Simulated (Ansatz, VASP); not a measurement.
# One calculation of Rh, two programs

```
Rh
1.0
     0.00000    1.89785    1.89785
     1.89785    0.00000    1.89785
     1.89785    1.89785    0.00000
Rh
1
Cartesian
  0.0000 0.0000 0.0000
```

Alike in both runs: task relaxation of cell and atoms; functional revPBE; dispersion D4; k mesh 12 × 12 × 12; occupations fermi-dirac, width 0.05 eV; no spin polarisation.

```csv
,VASP,Ansatz
version,VASP 6.6.1,Ansatz 0.2.0
potentials or method,"VASP PAW PBE potentials, release 64 (Rh_pv), cutoff 600 eV","all-electron LAPW, scalar-relativistic"
```

|  | VASP | Ansatz | Ansatz less VASP |
| --- | --- | --- | --- |
| relaxed volume (Å³/atom) | 13.42 | 13.42 | +0.001 |
| relaxed cell length with the largest relative difference (Å) | 2.667 | 2.667 | 0.0000 |

VASP's potentials were made for PBE, not for revPBE. Ansatz ran all-electron here, and VASP with PAW potentials.
